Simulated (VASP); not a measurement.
# V (Fm-3m) in VASP: further runs, part 2 of 2

VASP 6.6.1.

## (3) Single point, r2SCAN, collinear spin, ferromagnetic start (14.27 Å³/atom)

This run uses another cell than the first one, of 14.27 Å³/atom.

POSCAR

```
V
1.0
    0.0000000000      1.9249752717      1.9249752717
    1.9249752717      0.0000000000      1.9249752717
    1.9249752717      1.9249752717      0.0000000000
V
1
Direct
    0.0000000000      0.0000000000      0.0000000000
```

INCAR.step1

```
PREC = Accurate
ENCUT = 520
ISMEAR = -1
SIGMA = 0.05
LREAL = False
LASPH = True
NELM = 150
ISPIN = 2
MAGMOM = 1
LMAXMIX = 4
NBANDS = 16
GGA = PE
ALGO = Normal
EDIFF = 1E-4
LWAVE = True
LCHARG = False
```

INCAR.step2

```
PREC = Accurate
ENCUT = 520
EDIFF = 1E-7
ISMEAR = -1
SIGMA = 0.05
LREAL = False
LASPH = True
NELM = 150
ALGO = Normal
ISIF = 2
LWAVE = False
LCHARG = False
ISPIN = 2
MAGMOM = 1
LORBIT = 11
LMAXMIX = 4
METAGGA = R2SCAN
LMIXTAU = True
NBANDS = 16
ISTART = 1
```

KPOINTS

```
Automatic mesh
0
Gamma
  16 16 16
```

Potentials or basis: VASP PAW PBE potentials, release 64 (V_sv).

Started as:

```sh
> cat potpaw_PBE.64/V_sv/POTCAR > POTCAR
> cp INCAR.step1 INCAR
> mpirun -np 1 vasp_std > vasp.out
> cp INCAR.step2 INCAR
> mpirun -np 1 vasp_std > vasp.out
```

OUTCAR:

```text
PREC = Accurate
   ENCUT = 520
   EDIFF = 1E-7
   ISMEAR = -1
   LREAL = False
   LASPH = True
   NELM = 150
   ISIF = 2
   ISPIN = 2
   LORBIT = 11
   METAGGA = R2SCAN
   ISTART = 1

 ion  position               nearest neighbor table
   1  0.000  0.000  0.000-

  LATTYP: Found a face centered cubic cell.
 ALAT       =     3.8499505434

  Lattice vectors:

 A1 = (   0.0000000000,   1.9249752717,   1.9249752717)
 A2 = (   1.9249752717,   0.0000000000,   1.9249752717)
 A3 = (   1.9249752717,   1.9249752717,   0.0000000000)

Analysis of symmetry for initial positions (statically):
=====================================================================
 Subroutine PRICEL returns:
 Original cell was already a primitive cell.

 Routine SETGRP: Setting up the symmetry group for a
 face centered cubic supercell.

 Subroutine GETGRP returns: Found 48 space group operations
 (whereof 48 operations were pure point group operations)
 out of a pool of 48 trial point group operations.

The static configuration has the point symmetry O_h .

Analysis of symmetry for dynamics (positions and initial velocities):
=====================================================================
 Subroutine PRICEL returns:
 Original cell was already a primitive cell.

 Routine SETGRP: Setting up the symmetry group for a
 face centered cubic supercell.

 Subroutine GETGRP returns: Found 48 space group operations
 (whereof 48 operations were pure point group operations)
 out of a pool of 48 trial point group operations.

The dynamic configuration has the point symmetry O_h .

Analysis of structural, dynamic, and magnetic symmetry:
=====================================================================
 Subroutine PRICEL returns:
 Original cell was already a primitive cell.

 Routine SETGRP: Setting up the symmetry group for a
 face centered cubic supercell.

 Subroutine GETGRP returns: Found 48 space group operations
 (whereof 48 operations were pure point group operations)
 out of a pool of 48 trial point group operations.

The overall configuration has the point symmetry O_h .
[... 126 lines left out ...]
   LEPSILON=     F    determine dielectric tensor
   LRPA    =     F    only Hartree local field effects (RPA)
 spin polarized calculation
  energy-cutoff  :      520.00
  volume of cell :       14.27
 maximum number of plane-waves:       392
   NGX = 11   NGY = 11   NGZ = 11

 number of electron      12.9999995 magnetization      -0.0000009

 number of electron      12.9999995 magnetization       0.0000000

 Free energy of the ion-electron system (eV)
  ---------------------------------------------------
  ext. energy  EPLUGINS =         0.00000000
  ---------------------------------------------------
  free energy    TOTEN  =       -13.88617685 eV

  energy without entropy =      -13.87386194  energy(sigma->0) =      -13.88001939

 E-fermi :   9.2885     XC(G=0): -13.7248

 val. band max:        9.2766593177   @ k =   0.4375   0.1250   0.0000
 cond. band min:       9.2986486076   @ k =   0.4375   0.2500   0.0000
 fundamental gap:      0.0219892899
 Fermi energy:         9.2885492063

 spin component 1

 k-point     1 :       0.0000    0.0000    0.0000
  band No.  band energies     occupation
      1     -57.4617      1.00000
      2     -29.7037      1.00000
      3     -29.7037      1.00000
      4     -29.7036      1.00000
      5       2.0346      1.00000
      6       9.4627      0.02979
[... 435 lines left out ...]
      5       2.4264      1.00000
      6       9.2425      0.71510
[... 8 lines left out ...]
     15      36.8034      0.00000
     16      37.9712      0.00000

 [... further k-points ...]

 spin component 2

 k-point     1 :       0.0000    0.0000    0.0000
  band No.  band energies     occupation
      1     -57.4617      1.00000
      2     -29.7037      1.00000
      3     -29.7037      1.00000
      4     -29.7036      1.00000
      5       2.0346      1.00000
      6       9.4627      0.02979
[... 435 lines left out ...]
      5       2.4264      1.00000
      6       9.2425      0.71510
[... 8 lines left out ...]
     15      36.8034      0.00000
     16      37.9712      0.00000

 [... further k-points ...]
[... 5 lines left out ...]
  --------------------------------------------------------------------------------------
  -------------------------------------------------------------------------------------
  Total       -0.5573672     -0.5573672     -0.5573672     -0.0000000     -0.0000000     -0.0000000
  in kB      -62.5959891    -62.5959891    -62.5959891     -0.0000000     -0.0000000     -0.0000000
  external PRESSURE =     -62.5959891 kB  Pullay stress =       0.0000000 kB

 VOLUME and BASIS-vectors are now :
 -----------------------------------------------------------------------------
  energy-cutoff  :      520.00
  volume of cell :       14.27
      direct lattice vectors                 reciprocal lattice vectors
     0.000000000  1.924975272  1.924975272    -0.259743596  0.259743596  0.259743596
     1.924975272  0.000000000  1.924975272     0.259743596 -0.259743596  0.259743596
     1.924975272  1.924975272  0.000000000     0.259743596  0.259743596 -0.259743596

 POSITION                                       TOTAL-FORCE (eV/Angst)
 -----------------------------------------------------------------------------------
      0.00000      0.00000      0.00000         0.000000      0.000000      0.000000
 -----------------------------------------------------------------------------------
    total drift:                               -0.000000     -0.000000     -0.000000

  FREE ENERGIE OF THE ION-ELECTRON SYSTEM (eV)
  ---------------------------------------------------
  free  energy   TOTEN  =       -13.8861768499 eV

  energy  without entropy=      -13.8738619356  energy(sigma->0) =      -13.88001939

 total charge

# of ion       s       p       d       tot
------------------------------------------
    1        2.330   6.232   2.949  11.512

 magnetization (x)

# of ion       s       p       d       tot
------------------------------------------
    1        0.000   0.000   0.000   0.000
```

OUTCAR.step1:

```text
PREC = Accurate
   ENCUT = 520
   ISMEAR = -1
   LREAL = False
   LASPH = True
   NELM = 150
[... 1149 lines left out ...]
 POSITION                                       TOTAL-FORCE (eV/Angst)
 -----------------------------------------------------------------------------------
      0.00000      0.00000      0.00000         0.000000      0.000000      0.000000
 -----------------------------------------------------------------------------------
    total drift:                               -0.000000     -0.000000     -0.000000

  FREE ENERGIE OF THE ION-ELECTRON SYSTEM (eV)
  ---------------------------------------------------
  free  energy   TOTEN  =        -8.7520046301 eV

  energy  without entropy=       -8.7373041872  energy(sigma->0) =       -8.74465441
```

Run time: 3.7 min. Hardware: 1 thread of AMD EPYC 7R13 (Zen 3), shared host; peak memory 0.14 GiB.

What came out:

```
Free energy                                           : -13.8862 eV
Pressure                                              : -6.3 GPa
Net moment                                            : 0.00 μB per cell
Valence electrons inside the program's atomic spheres : V 11.51
```

Caveat: the cell stands under tension; the moments typed at the start vanished in this run; the PAW data sets were made with another functional, which shifts forces and pressure a little.

## (4) Single point, r2SCAN, collinear spin, ferromagnetic start (14.81 Å³/atom)

This run uses another cell than the first one, of 14.81 Å³/atom.

POSCAR

```
V
1.0
    0.0000000000      1.9493446343      1.9493446343
    1.9493446343      0.0000000000      1.9493446343
    1.9493446343      1.9493446343      0.0000000000
V
1
Direct
    0.0000000000      0.0000000000      0.0000000000
```

INCAR.step1

```
SYSTEM = V
PREC = Accurate
ENCUT = 520
ISMEAR = -1
SIGMA = 0.05
LREAL = .False.
LASPH = .True.
NELM = 150
ISPIN = 2
MAGMOM = 1
LMAXMIX = 4
NBANDS = 16
GGA = PE
ALGO = Normal
EDIFF = 1E-4
LWAVE = .True.
LCHARG = .False.
```

INCAR.step2

```
SYSTEM = V
PREC = Accurate
ENCUT = 520
EDIFF = 1E-6
ISMEAR = -1
SIGMA = 0.05
LREAL = .False.
LASPH = .True.
NELM = 150
ALGO = Normal
ISIF = 2
LWAVE = .False.
LCHARG = .True.
ISPIN = 2
MAGMOM = 1
LORBIT = 11
LMAXMIX = 4
METAGGA = R2SCAN
LMIXTAU = .True.
LELF = .True.
LVHAR = .True.
NBANDS = 16
ISTART = 1
```

KPOINTS

```
Automatic mesh
0
Gamma
  16 16 16
  0 0 0
```

Potentials or basis: VASP PAW PBE potentials, release 64 (V_sv).

Started as:

```sh
> cat potpaw_PBE.64/V_sv/POTCAR > POTCAR
> cp INCAR.step1 INCAR
> mpirun -np 1 vasp_std > vasp.out
> cp INCAR.step2 INCAR
> mpirun -np 1 vasp_std > vasp.out
```

OUTCAR:

```text
SYSTEM = V
   PREC = Accurate
   ENCUT = 520
   EDIFF = 1E-6
   ISMEAR = -1
   LREAL = .False.
   LASPH = .True.
   NELM = 150
   ISIF = 2
   ISPIN = 2
   LORBIT = 11
   METAGGA = R2SCAN
   ISTART = 1

 ion  position               nearest neighbor table
   1  0.000  0.000  0.000-

  LATTYP: Found a face centered cubic cell.
 ALAT       =     3.8986892686

  Lattice vectors:

 A1 = (   0.0000000000,   1.9493446343,   1.9493446343)
 A2 = (   1.9493446343,   0.0000000000,   1.9493446343)
 A3 = (   1.9493446343,   1.9493446343,   0.0000000000)
[... 1121 lines left out ...]
  -------------------------------------------------------------------------------------
  Total       -1.1095550     -1.1095550     -1.1095550     -0.0000000      0.0000000      0.0000000
  in kB     -119.9951101   -119.9951101   -119.9951101     -0.0000000      0.0000000      0.0000000
  external PRESSURE =    -119.9951101 kB  Pullay stress =       0.0000000 kB

 VOLUME and BASIS-vectors are now :
 -----------------------------------------------------------------------------
  energy-cutoff  :      520.00
  volume of cell :       14.81
      direct lattice vectors                 reciprocal lattice vectors
     0.000000000  1.949344634  1.949344634    -0.256496461  0.256496461  0.256496461
     1.949344634  0.000000000  1.949344634     0.256496461 -0.256496461  0.256496461
     1.949344634  1.949344634  0.000000000     0.256496461  0.256496461 -0.256496461

 POSITION                                       TOTAL-FORCE (eV/Angst)
 -----------------------------------------------------------------------------------
      0.00000      0.00000      0.00000         0.000000      0.000000      0.000000
 -----------------------------------------------------------------------------------
    total drift:                               -0.000000      0.000000     -0.000000

  FREE ENERGIE OF THE ION-ELECTRON SYSTEM (eV)
  ---------------------------------------------------
  free  energy   TOTEN  =       -13.8548699586 eV

  energy  without entropy=      -13.8421194068  energy(sigma->0) =      -13.84849468

 total charge

# of ion       s       p       d       tot
------------------------------------------
    1        2.319   6.220   2.915  11.453

 magnetization (x)

# of ion       s       p       d       tot
------------------------------------------
    1        0.000   0.000   0.000   0.000
```

OUTCAR.step1:

```text
SYSTEM = V
   PREC = Accurate
   ENCUT = 520
   ISMEAR = -1
   LREAL = .False.
   LASPH = .True.
[... 1150 lines left out ...]

 POSITION                                       TOTAL-FORCE (eV/Angst)
 -----------------------------------------------------------------------------------
      0.00000      0.00000      0.00000        -0.000000      0.000000     -0.000000
 -----------------------------------------------------------------------------------
    total drift:                               -0.000000      0.000000     -0.000000

  FREE ENERGIE OF THE ION-ELECTRON SYSTEM (eV)
  ---------------------------------------------------
  free  energy   TOTEN  =        -8.7282292561 eV

  energy  without entropy=       -8.7130695138  energy(sigma->0) =       -8.72064938
```

It took 5.2 min on 1 thread of AMD EPYC 7R13 (Zen 3), shared host; peak memory 0.16 GiB.

What came out:

```yaml
Free_energy: -13.8549 eV
Pressure: -12.0 GPa
Net_moment: 0.00 μB per cell
Valence_electrons_inside_the_program's_atomic_spheres: V 11.45
```

Levels at points of the mesh, in eV from the Fermi level:
Spin up:
```csv
k point,band 2,band 3,band 4,band 5,band 6,band 7,band 8,band 9,band 10,band 11
"(0.00, 0.00, 0.00)",-39.08,-39.08,-39.08,-7.14,0.17,0.17,0.17,1.99,1.99,17.79
"(0.50, 0.00, 0.00)",-39.77,-39.17,-39.17,-3.33,0.16,0.16,0.46,2.97,2.97,8.60
"(0.50, 0.50, 0.00)",-39.72,-39.32,-39.32,-3.28,-2.54,3.06,3.06,3.18,3.18,11.33
```
Spin down:
```csv
k point,band 2,band 3,band 4,band 5,band 6,band 7,band 8,band 9,band 10,band 11
"(0.00, 0.00, 0.00)",-39.08,-39.08,-39.08,-7.14,0.17,0.17,0.17,1.99,1.99,17.79
"(0.50, 0.00, 0.00)",-39.77,-39.17,-39.17,-3.33,0.16,0.16,0.46,2.97,2.97,8.60
"(0.50, 0.50, 0.00)",-39.72,-39.32,-39.32,-3.28,-2.54,3.06,3.06,3.18,3.18,11.33
```

Caveat: the cell stands under tension; the moments typed at the start vanished in this run; the PAW data sets were made with another functional, which shifts forces and pressure a little.

## (5) Single point, r2SCAN, collinear spin, ferromagnetic start (15.36 Å³/atom)

This run uses another cell than the first one, of 15.36 Å³/atom.

POSCAR

```
V
1.0
    0.0000000000      1.9731194730      1.9731194730
    1.9731194730      0.0000000000      1.9731194730
    1.9731194730      1.9731194730      0.0000000000
V
1
Direct
    0.0000000000      0.0000000000      0.0000000000
```

INCAR.step1

```
ALGO     = Normal         # electronic algorithm
EDIFF    = 1E-4           # SCF threshold, eV
ENCUT    = 520            # plane-wave cutoff, eV
GGA      = PE             # functional
ISMEAR   = -1             # smearing method
ISPIN    = 2              # spin polarisation
LASPH    = True           # aspherical terms in the spheres
LCHARG   = False          # write CHGCAR
LMAXMIX  = 4              # l up to which the mixer works
LREAL    = False          # projectors in reciprocal space
LWAVE    = True           # write WAVECAR
MAGMOM   = 1              # initial moments
NBANDS   = 16             # bands
NELM     = 150            # most SCF steps
PREC     = Accurate       # precision mode
SIGMA    = 0.05           # smearing width, eV
```

INCAR.step2

```
ALGO     = Normal         # electronic algorithm
EDIFF    = 1E-7           # SCF threshold, eV
ENCUT    = 520            # plane-wave cutoff, eV
ISIF     = 2              # what is computed and relaxed
ISMEAR   = -1             # smearing method
ISPIN    = 2              # spin polarisation
ISTART   = 1            
LASPH    = True           # aspherical terms in the spheres
LCHARG   = True           # write CHGCAR
LELF     = True           # ELF
LMAXMIX  = 4              # l up to which the mixer works
LMIXTAU  = True         
LORBIT   = 11             # projections on sites
LREAL    = False          # projectors in reciprocal space
LVHAR    = True         
LWAVE    = False          # write WAVECAR
MAGMOM   = 1              # initial moments
METAGGA  = R2SCAN         # meta-GGA
NBANDS   = 16             # bands
NELM     = 150            # most SCF steps
PREC     = Accurate       # precision mode
SIGMA    = 0.05           # smearing width, eV
```

KPOINTS

```
k-points
0
Gamma
  16 16 16
```

Started as:

```sh
> cat potpaw_PBE.64/V_sv/POTCAR > POTCAR
> cp INCAR.step1 INCAR
> mpirun -np 1 vasp_std > vasp.out
> cp INCAR.step2 INCAR
> mpirun -np 1 vasp_std > vasp.out
```

Wall time 5.1 min (1 thread of AMD EPYC 7R13 (Zen 3), shared host); peak memory 0.16 GiB.

Results (log left out):

```yaml
Free_energy: -13.8057 eV
Pressure: -16.7 GPa
Net_moment: 0.00 μB per cell
Valence_electrons_inside_the_program's_atomic_spheres: V 11.40
```

Levels at points of the mesh, in eV from the Fermi level:
Spin up:
```tsv
k point	band 4	band 5	band 6	band 7	band 8	band 9
(0.00, 0.00, 0.00)	-39.17	-7.03	0.17	0.17	0.17	1.91
(0.50, 0.00, 0.00)	-39.25	-3.22	0.17	0.17	0.39	2.83
(0.50, 0.50, 0.00)	-39.38	-3.12	-2.41	2.91	2.92	3.02
```
Spin down:
| k point | band 3 | band 4 | band 5 | band 6 | band 7 | band 8 | band 9 | band 10 |
| --- | --- | --- | --- | --- | --- | --- | --- | --- |
| (0.00, 0.00, 0.00) | -39.17 | -39.17 | -7.03 | 0.17 | 0.17 | 0.17 | 1.91 | 1.91 |
| (0.50, 0.00, 0.00) | -39.25 | -39.25 | -3.22 | 0.17 | 0.17 | 0.39 | 2.83 | 2.83 |
| (0.50, 0.50, 0.00) | -39.38 | -39.38 | -3.12 | -2.41 | 2.91 | 2.92 | 3.02 | 3.02 |

Caveat: the cell stands under tension; the moments typed at the start vanished in this run; the PAW data sets were made with another functional, which shifts forces and pressure a little.

## (6) Overview

| cell | gap on the mesh (eV) | pressure (GPa) | moment (μB) |
| --- | --- | --- | --- |
| a = 2.687 Å, angles 60.0°, 1 atom | none | 0.7 | 0.00 |
| a = 2.722 Å, angles 60.0°, 1 atom | none | -6.3 | 0.00 |
| a = 2.757 Å, angles 60.0°, 1 atom | none | -12.0 | 0.00 |
| a = 2.790 Å, angles 60.0°, 1 atom | none | -16.7 | 0.00 |

Alike in all rows: task single point; level r2SCAN; potentials or basis VASP PAW PBE potentials, release 64 (V_sv); spin collinear, ferromagnetic start; k mesh 16 × 16 × 16; cutoff (eV) 520; smearing fermi-dirac 0.05 eV.

Caveats: the moments typed at the start vanished in this run; the PAW data sets were made with another functional, which shifts forces and pressure a little; the cell stands under tension (at least some runs).

Absolute energies hang on the potentials; compare differences alone.

The gap in the log of VASP goes by the Fermi energy; the results here count the filled bands.